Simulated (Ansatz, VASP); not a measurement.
## One calculation of Si2W, two programs

```
Si W
1.0
    -1.68919    1.57099    3.94000
     1.57099   -1.68919    3.94000
     1.64101    1.64101   -3.98818
Si W
2 1
Direct
  0.33300 0.33300 0.00000
  0.66700 0.66700 0.00000
  0.00000 0.00000 0.00000
```

Change from the starting cell: equal xy, yz and zx shear strains of -3 %, crystal datasets.

Alike in both runs: task electric field gradients; functional PBE; k mesh 11 × 11 × 14; occupations fermi-dirac, width 0.05 eV; no spin polarisation.

```csv
,VASP,Ansatz
version,VASP 6.6.1,Ansatz 0.2.0
potentials or method,"VASP PAW PBE potentials, release 64 (Si, W_sv), cutoff 520 eV","all-electron PAW with datasets made for the crystal, scalar-relativistic"
```

```csv
,VASP,Ansatz,Ansatz less VASP
pressure (GPa),2.5,2.4,-0.11
"traceless stress, the component that is largest in VASP (GPa)",6.64,6.63,-0.010
rms of the force components (eV/Å),0.093,0.095,+0.0019
size of Vzz on the site where it differs most (V/Å²),146.3,170.1,+23.81
```

Atom by atom the forces differ by 0.003 eV/Å (rms over components). Ansatz ran all-electron here, and VASP with PAW potentials.

Spin-orbit coupling is off throughout.
